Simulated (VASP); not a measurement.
# GaGe3 (Fm-3m) in VASP: notebook

Aim: see how the results for GaGe3 move with the level of theory and the settings. Levels: PBE, PBEsol. Tasks: single point.

Everything below comes from runs of VASP 6.6.1. Logs are shortened: lines on timing, memory, paths and dates and some standing lists are left out, and cuts for length are marked.

## 1. The cell of the first run

Symmetry: Fm-3m, No. 225, cubic system. The conventional cell has a = 6.774 Å, b = 6.774 Å, c = 6.774 Å, α = 90.00°, β = 90.00°, γ = 90.00°. Within 3.9 Å of Ge (site symmetry m-3m) lie 8 Ge at 2.93 Å and 6 Ga at 3.39 Å. Within 3.9 Å of Ge (site symmetry -43m) lie 10 Ge at 2.93 to 3.39 Å and 4 Ga at 2.93 Å. Ga (site symmetry m-3m) has 14 Ge at 2.93 to 3.39 Å within 3.9 Å.

## 2. Single point, PBE

File INCAR:

```
SYSTEM = GaGe3
ALGO     = Normal         ! electronic algorithm
EDIFF    = 1E-6           ! SCF threshold, eV
ENCUT    = 520            ! plane-wave cutoff, eV
GGA      = PE             ! functional
ISIF     = 2              ! what is computed and relaxed
ISMEAR   = -1             ! smearing method
LASPH    = .True.         ! aspherical terms in the spheres
LCHARG   = .False.        ! write CHGCAR
LREAL    = .False.        ! projectors in reciprocal space
LWAVE    = .False.        ! write WAVECAR
NBANDS   = 36             ! bands
NELM     = 80             ! most SCF steps
PREC     = Accurate       ! precision mode
SIGMA    = 0.05           ! smearing width, eV
```

File KPOINTS:

```
k-points
0
Gamma
  4 4 4
  0 0 0
```

File POSCAR:

```
GaGe3
1.0
    0.0000000000      3.3871670000      3.3871670000
    3.3871670000      0.0000000000      3.3871670000
    3.3871670000      3.3871670000      0.0000000000
Ge Ga
3 1
Direct
    0.5000000000      0.5000000000      0.5000000000
    0.7500000000      0.7500000000      0.7500000000
    0.2500000000      0.2500000000      0.2500000000
    0.0000000000      0.0000000000      0.0000000000
```

Potentials or basis: VASP PAW PBE potentials, release 64 (Ge_d, Ga_d).

On the command line:

```
$ cat potpaw_PBE.64/Ge_d/POTCAR potpaw_PBE.64/Ga_d/POTCAR > POTCAR
$ mpirun -np 1 vasp_std > vasp.out
```

OUTCAR:

```text
SYSTEM = GaGe3
   EDIFF = 1E-6
   ENCUT = 520
   GGA = PE
   ISIF = 2
   ISMEAR = -1
   LASPH = .True.
   LREAL = .False.
   NELM = 80
   PREC = Accurate

 ion  position               nearest neighbor table
   1  0.500  0.500  0.500-
   2  0.750  0.750  0.750-
   3  0.250  0.250  0.250-
   4  0.000  0.000  0.000-

  LATTYP: Found a face centered cubic cell.
 ALAT       =     6.7743340000

  Lattice vectors:

 A1 = (   0.0000000000,   3.3871670000,   3.3871670000)
 A2 = (   3.3871670000,   0.0000000000,   3.3871670000)
 A3 = (   3.3871670000,   3.3871670000,   0.0000000000)

Analysis of symmetry for initial positions (statically):
=====================================================================
 Subroutine PRICEL returns:
 Original cell was already a primitive cell.

 Routine SETGRP: Setting up the symmetry group for a
 face centered cubic supercell.

 Subroutine GETGRP returns: Found 48 space group operations
 (whereof 48 operations were pure point group operations)
 out of a pool of 48 trial point group operations.

The static configuration has the point symmetry O_h .

Analysis of symmetry for dynamics (positions and initial velocities):
=====================================================================
 Subroutine PRICEL returns:
 Original cell was already a primitive cell.

 Routine SETGRP: Setting up the symmetry group for a
 face centered cubic supercell.

 Subroutine GETGRP returns: Found 48 space group operations
 (whereof 48 operations were pure point group operations)
 out of a pool of 48 trial point group operations.

The dynamic configuration has the point symmetry O_h .

 Subroutine INISYM returns: Found 48 space group operations
 (whereof 48 operations are pure point group operations),
 and found     1 'primitive' translations

----------------------------------------------------------------------------------------

                                     Primitive cell

  volume of cell :      77.7213

  direct lattice vectors                    reciprocal lattice vectors
     0.000000000  3.387167000  3.387167000    -0.147615987  0.147615987  0.147615987
     3.387167000  0.000000000  3.387167000     0.147615987 -0.147615987  0.147615987
     3.387167000  3.387167000  0.000000000     0.147615987  0.147615987 -0.147615987

  length of vectors
     4.790177509  4.790177509  4.790177509     0.255678390  0.255678390  0.255678390

  position of ions in fractional coordinates (direct lattice)
     0.500000000  0.500000000  0.500000000
     0.750000000  0.750000000  0.750000000
     0.250000000  0.250000000  0.250000000
     0.000000000  0.000000000  0.000000000

  ion indices of the primitive-cell ions
   primitive index   ion index
                 1           1
                 2           2
                 3           3
                 4           4

----------------------------------------------------------------------------------------

 KPOINTS: k-points

Automatic generation of k-mesh.
 Grid dimensions read from file:
 generate k-points for:    4    4    4

 Generating k-lattice:

  Cartesian coordinates                     Fractional coordinates (reciprocal lattice)
    -0.036903997  0.036903997  0.036903997     0.250000000  0.000000000  0.000000000
     0.036903997 -0.036903997  0.036903997     0.000000000  0.250000000  0.000000000
     0.036903997  0.036903997 -0.036903997     0.000000000  0.000000000  0.250000000

  Length of vectors
     0.063919597  0.063919597  0.063919597

  Shift w.r.t. Gamma in fractional coordinates (k-lattice)
     0.000000000  0.000000000  0.000000000

 Subroutine IBZKPT returns following result:
 ===========================================

 Found      8 irreducible k-points:

 Following reciprocal coordinates:
            Coordinates               Weight
  0.000000  0.000000  0.000000      1.000000
  0.250000  0.000000  0.000000      8.000000
  0.500000  0.000000  0.000000      4.000000
  0.250000  0.250000  0.000000      6.000000
  0.500000  0.250000  0.000000     24.000000
 -0.250000  0.250000  0.000000     12.000000
  0.500000  0.500000  0.000000      3.000000
 -0.250000  0.500000  0.250000      6.000000
   k-points           NKPTS =      8   k-points in BZ     NKDIM =      8   number of bands    NBANDS=     36
   number of dos      NEDOS =    301   number of ions     NIONS =      4
   total plane-waves  NPLWV =  46656
   dimension x,y,z NGX =    36 NGY =   36 NGZ =   36
   dimension x,y,z NGXF=    72 NGYF=   72 NGZF=   72
   ions per type =               3   1
   NGX,Y,Z   is equivalent  to a cutoff of  12.49, 12.49, 12.49 a.u.
   NGXF,Y,Z  is equivalent  to a cutoff of  24.99, 24.99, 24.99 a.u.
 SYSTEM =  GaGe3
   PREC   = accura    normal or accurate (medium, high low for compatibility)
   ISTART =      0    job   : 0-new  1-cont  2-samecut
   ICHARG =      2    charge: 1-file 2-atom 10-const
   ISPIN  =      1    spin polarized calculation?
   LNONCOLLINEAR =      F non collinear calculations
   LSORBIT =      F    spin-orbit coupling
   LASPH  =      T    aspherical Exc in radial PAW
   ENCUT  =  520.0 eV  38.22 Ry    6.18 a.u.   8.91  8.91  8.91*2*pi/ulx,y,z
   NELM   =     80;   NELMIN=  2; NELMDL= -5     # of ELM steps
   EDIFF  = 0.1E-05   stopping-criterion for ELM
   LREAL  =      F    real-space projection
   EDIFFG = 0.1E-04   stopping-criterion for IOM
   NSW    =      0    number of steps for IOM
   IBRION =     -1    ionic relax: 0-MD 1-quasi-New 2-CG
   NFREE  =      0    steps in history (QN), initial steepest desc. (CG)
   ISIF   =      2    stress and relaxation
   ISYM   =      2    0-nonsym 1-usesym 2-fastsym
   POTIM  = 0.5000    time-step for ionic-motion
   TEBEG  =    0.0;   TEEND  =   0.0 temperature during run
   PSTRESS=    0.0 pullay stress
   NELECT =      55.0000    total number of electrons
   NUPDOWN=      -1.0000    fix difference up-down
   EMIN   =  10.00;   EMAX   =-10.00  energy-range for DOS
   EFERMI =   0.00;   METHOD = LEGACY
   ISMEAR =    -1;   SIGMA  =   0.05  broadening in eV -4-tet -1-fermi 0-gaus
   EFERMI_NEDOS =   21; number of points for ismear=-14 and -15
   IALGO  =     38    algorithm
   IMIX   =      4    mixing-type and parameters
     AMIX     =   0.40;   BMIX     =  1.00
     AMIX_MAG =   1.60;   BMIX_MAG =  1.00
  volume/ion in A,a.u.               =      19.43       131.12
  Fermi-wavevector in a.u.,A,eV,Ry     =   1.458867  2.756859 28.957195  2.128294
  Thomas-Fermi vector in A             =   2.575501
   LORBIT       =      0    0 simple, 1 ext, 2 COOP (PROOUT), +10 PAW based schemes
   GGA     = PE    functional components
   LHFCALC =     F    Hartree Fock is set to
   AEXX    =    0.0000 exact exchange contribution
   IVDW    =     0    specifies the selected vdW correction
   LEPSILON=     F    determine dielectric tensor
   LRPA    =     F    only Hartree local field effects (RPA)
 non-spin polarized calculation
  energy-cutoff  :      520.00
  volume of cell :       77.72
 maximum number of plane-waves:      2120
   NGX = 17   NGY = 17   NGZ = 17

 number of electron      55.0000038 magnetization

 Free energy of the ion-electron system (eV)
  ---------------------------------------------------
  ext. energy  EPLUGINS =         0.00000000
  ---------------------------------------------------
  free energy    TOTEN  =       -15.68244336 eV

  energy without entropy =      -15.67847893  energy(sigma->0) =      -15.68046115

 E-fermi :   6.3175     XC(G=0): -11.0806

 val. band max:        6.1365414197   @ k =  -0.2500   0.2500   0.0000
 cond. band min:       6.4269851819   @ k =   0.0000   0.0000   0.0000
 fundamental gap:      0.2904437621
 Fermi energy:         6.3174714734

 k-point     1 :       0.0000    0.0000    0.0000
  band No.  band energies     occupation
      1     -18.5432      2.00000
      2     -18.5432      2.00000
      3     -18.5432      2.00000
      4     -18.5371      2.00000
      5     -18.5371      2.00000
      6     -18.4688      2.00000
[... 28 lines left out ...]
     35      10.9024      0.00000
     36      15.8759      0.00000

 k-point     2 :       0.2500    0.0000    0.0000
  band No.  band energies     occupation
      1     -18.5475      2.00000
      2     -18.5475      2.00000
      3     -18.5433      2.00000
      4     -18.5316      2.00000
      5     -18.5316      2.00000
      6     -18.4638      2.00000
[... 28 lines left out ...]
     35      13.2015      0.00000
     36      13.2015      0.00000

 k-point     3 :       0.5000    0.0000    0.0000
  band No.  band energies     occupation
      1     -18.5516      2.00000
      2     -18.5516      2.00000
      3     -18.5402      2.00000
      4     -18.5254      2.00000
      5     -18.5254      2.00000
      6     -18.4589      2.00000
[... 28 lines left out ...]
     35      12.6536      0.00000
     36      13.9652      0.00000

 k-point     4 :       0.2500    0.2500    0.0000
  band No.  band energies     occupation
      1     -18.5503      2.00000
      2     -18.5503      2.00000
      3     -18.5384      2.00000
      4     -18.5319      2.00000
      5     -18.5293      2.00000
      6     -18.4680      2.00000
[... 28 lines left out ...]
     35      12.9721      0.00000
     36      13.2891      0.00000

 k-point     5 :       0.5000    0.2500    0.0000
  band No.  band energies     occupation
      1     -18.5530      2.00000
      2     -18.5502      2.00000
      3     -18.5407      2.00000
      4     -18.5274      2.00000
      5     -18.5232      2.00000
      6     -18.4636      2.00000
[... 28 lines left out ...]
     35      13.0511      0.00000
     36      13.7474      0.00000

 k-point     6 :      -0.2500    0.2500    0.0000
  band No.  band energies     occupation
      1     -18.5502      2.00000
      2     -18.5492      2.00000
      3     -18.5439      2.00000
      4     -18.5266      2.00000
      5     -18.5266      2.00000
      6     -18.4620      2.00000
[... 28 lines left out ...]
     35      12.9372      0.00000
     36      14.4681      0.00000

 k-point     7 :       0.5000    0.5000    0.0000
  band No.  band energies     occupation
      1     -18.5546      2.00000
      2     -18.5546      2.00000
      3     -18.5342      2.00000
      4     -18.5296      2.00000
      5     -18.5193      2.00000
      6     -18.4719      2.00000
[... 28 lines left out ...]
     35      13.4746      0.00000
     36      13.4787      0.00000

 k-point     8 :      -0.2500    0.5000    0.2500
  band No.  band energies     occupation
      1     -18.5536      2.00000
      2     -18.5457      2.00000
      3     -18.5457      2.00000
      4     -18.5266      2.00000
      5     -18.5218      2.00000
      6     -18.4629      2.00000
[... 28 lines left out ...]
     35      12.0875      0.00000
     36      12.2128      0.00000

------------------------ aborting loop because EDIFF is reached ----------------------------------------

  FORCE on cell =-STRESS in cart. coord.  units (eV):
  Direction    XX          YY          ZZ          XY          YZ          ZX
  --------------------------------------------------------------------------------------
  -------------------------------------------------------------------------------------
  Total        0.2102118      0.2102118      0.2102118      0.0000000      0.0000000      0.0000000
  in kB        4.3333904      4.3333904      4.3333904      0.0000000      0.0000000      0.0000000
  external PRESSURE =       4.3333904 kB  Pullay stress =       0.0000000 kB

 VOLUME and BASIS-vectors are now :
 -----------------------------------------------------------------------------
  energy-cutoff  :      520.00
  volume of cell :       77.72
      direct lattice vectors                 reciprocal lattice vectors
     0.000000000  3.387167000  3.387167000    -0.147615987  0.147615987  0.147615987
     3.387167000  0.000000000  3.387167000     0.147615987 -0.147615987  0.147615987
     3.387167000  3.387167000  0.000000000     0.147615987  0.147615987 -0.147615987

 POSITION                                       TOTAL-FORCE (eV/Angst)
 -----------------------------------------------------------------------------------
      3.38717      3.38717      3.38717        -0.000000      0.000000      0.000000
      5.08075      5.08075      5.08075         0.000000      0.000000      0.000000
      1.69358      1.69358      1.69358        -0.000000     -0.000000     -0.000000
      0.00000      0.00000      0.00000        -0.000000      0.000000      0.000000
 -----------------------------------------------------------------------------------
    total drift:                                0.000000      0.000000      0.000000

  FREE ENERGIE OF THE ION-ELECTRON SYSTEM (eV)
  ---------------------------------------------------
  free  energy   TOTEN  =       -15.6824433593 eV

  energy  without entropy=      -15.6784789310  energy(sigma->0) =      -15.68046115
```

Wall time 20 s (1 thread of Intel Xeon Platinum 8375C at 2.90GHz (Ice Lake), shared host); peak memory 0.2 GiB.

Results:

```
Free energy            : -15.6824 eV
Pressure               : 0.4 GPa
Band gap on the k mesh : zero (an odd number of electrons rules out a gap without spin polarisation)
```

Levels at points of the mesh, in eV from the Fermi level:
| k point | band 24 | band 25 | band 26 | band 27 | band 28 | band 29 | band 30 | band 31 | band 32 | band 33 |
| --- | --- | --- | --- | --- | --- | --- | --- | --- | --- | --- |
| (0.00, 0.00, 0.00) | -1.71 | -1.71 | -1.71 | -1.44 | -1.44 | -1.44 | -1.36 | 0.11 | 0.11 | 0.11 |
| (0.50, 0.00, 0.00) | -4.33 | -2.72 | -2.72 | -2.17 | -2.17 | 1.61 | 1.61 | 3.83 | 3.83 | 4.42 |
| (0.50, 0.50, 0.00) | -5.95 | -4.95 | -4.95 | 2.71 | 2.84 | 2.84 | 3.21 | 3.53 | 3.53 | 4.17 |

Caveat: the k points lie up to 0.40 Å⁻¹ apart, too coarse for converged energies and pressures of a metal.

## 3. Single point, PBEsol, non-collinear spin, zero start, spin-orbit coupling

File INCAR:

```
PREC     = Accurate       # precision mode
ENCUT    = 520            # plane-wave cutoff, eV
EDIFF    = 1E-6           # SCF threshold, eV
ISMEAR   = -1             # smearing method
SIGMA    = 0.05           # smearing width, eV
LREAL    = False          # projectors in reciprocal space
LASPH    = True           # aspherical terms in the spheres
NELM     = 150            # most SCF steps
ALGO     = Normal         # electronic algorithm
ISIF     = 2              # what is computed and relaxed
LWAVE    = False          # write WAVECAR
LCHARG   = False          # write CHGCAR
MAGMOM   = 0 0 0 0 0 0 0 0 0 0 0 0 # initial moments
LORBIT   = 11             # projections on sites
LSORBIT  = True           # spin-orbit coupling
GGA_COMPAT= False        
LORBMOM  = True         
GGA      = PS             # functional
NBANDS   = 69             # bands
```

File KPOINTS:

```
regular mesh
0
Gamma
  7 7 7
```

POSCAR is that of step 2.

Potentials or basis: VASP PAW PBE potentials, release 64 (Ge_d, Ga_d).

On the command line:

```
$ cat potpaw_PBE.64/Ge_d/POTCAR potpaw_PBE.64/Ga_d/POTCAR > POTCAR
$ mpirun -np 1 vasp_ncl > vasp.out
```

Run time: 3.1 min. Hardware: 1 thread of Intel Xeon Platinum 8375C at 2.90GHz (Ice Lake), shared host; peak memory 0.46 GiB.

The run converged. Its results:

* Free energy: -17.3633 eV
* Pressure: -3.9 GPa
* Net moment: 0.00 μB per cell
* Valence electrons inside the program's atomic spheres: Ge 12.16; Ga 11.51

Moments on the atoms (μB; x, y, z):
```
Ge  0.00 0.00 0.00
Ge  0.00 0.00 0.00
Ge  0.00 0.00 0.00
Ga  0.00 0.00 0.00
```

Caveat: the cell stands under tension; the PAW data sets were made with another functional, which shifts forces and pressure a little.
